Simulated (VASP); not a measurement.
PbF2:

```
Pb F
1.0
     0.00000    2.96044    2.96044
     2.96044    0.00000    2.96044
     2.96044    2.96044    0.00000
Pb F
1 2
Direct
  0.00000 0.00000 0.00000
  0.25000 0.25000 0.25000
  0.75000 0.75000 0.75000
```

Base run:

* Program: VASP 6.6.1
* Functional: r2SCAN
* Potentials or basis: VASP PAW PBE potentials, release 64 (Pb_d, F)
* Cutoff: 520 eV
* k mesh: 8 × 8 × 8
* Occupations: gaussian, width 0.01 eV
* Spin: no spin polarisation

Its results: band gap on the k mesh 4.93 eV, indirect (least direct gap 5.08 eV); pressure -0.1 GPa.

**Question.** The run is repeated on the same cell with these changes: functional from r2SCAN to PBE; occupations from gaussian, width 0.01 eV to fermi-dirac, width 0.02 eV. What comes out?

**Answer.** Band gap on the k mesh 4.42 eV, indirect (least direct gap 4.56 eV); pressure 2.7 GPa.

Caveats: spin-orbit coupling is left out, which moves the levels of the heavy elements; the PAW data sets were made with another functional, which shifts forces and pressure a little (some runs).

A k mesh can miss the band edges.
